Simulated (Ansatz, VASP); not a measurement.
# One calculation of SrCl2, two programs

Contents of INCAR:

```
PREC = Accurate
ENCUT = 520
EDIFF = 1E-6
ISMEAR = 0
SIGMA = 0.05
LREAL = F
LASPH = T
NELM = 80
ALGO = Normal
ISIF = 2
LWAVE = F
LCHARG = T
LELF = T
LVHAR = T
NBANDS = 19
```

File KPOINTS:

```
Automatic mesh
0
Gamma
  6 6 6
```

POSCAR

```
SrCl2
1.0
    0.0000000000      3.3460800000      3.3460800000
    3.3460800000      0.0000000000      3.3460800000
    3.3460800000      3.3460800000      0.0000000000
Sr Cl
1 2
Direct
    0.0000000000      0.0000000000      0.0000000000
    0.2500000000      0.2500000000      0.2500000000
    0.7500000000      0.7500000000      0.7500000000
```

Input for Ansatz:

```yaml
crystal:
  lattice:
    - [0.0, 3.34608, 3.34608]
    - [3.34608, 0.0, 3.34608]
    - [3.34608, 3.34608, 0.0]
  atoms:
    - { symbol: Sr, position: [0.0, 0.0, 0.0] }
    - { symbol: Cl, position: [0.25, 0.25, 0.25] }
    - { symbol: Cl, position: [0.75, 0.75, 0.75] }
basis:
  ecutwfc: 420
kpoints:
  mp_grid: { grid: [6, 6, 6] }
hamiltonian:
  xc: lda
scf:
  occupations: { method: gaussian, width: 0.05 }
output:
  forces: true
  stress: true
  eigenvalues: true
```

Change from the starting cell: strain -0.040 along x and y, -0.040 along z, atoms carried along.

Alike in both runs: task single point; functional LDA; k mesh 6 × 6 × 6; occupations gaussian, width 0.05 eV; no spin polarisation.

|  | VASP | Ansatz |
| --- | --- | --- |
| version | VASP 6.6.1 | Ansatz 0.2.0 |
| potentials or method | VASP PAW LDA potentials, release 64 (Sr_sv, Cl), cutoff 520 eV | scalar-relativistic, plane waves, PAW |
| valence electrons in the cell | 24 | 24 |

|  | VASP | Ansatz | Ansatz less VASP |
| --- | --- | --- | --- |
| gap on the k mesh at the Fermi level (eV) | 5.05 | 5.05 | +0.007 |
| least direct gap on the mesh (eV) | 5.05 | 5.05 | +0.007 |
| pressure (GPa) | 2.6 | 2.4 | -0.22 |

LDA's correlation is that of Perdew and Zunger in VASP and of Perdew and Wang (1992) in Ansatz.
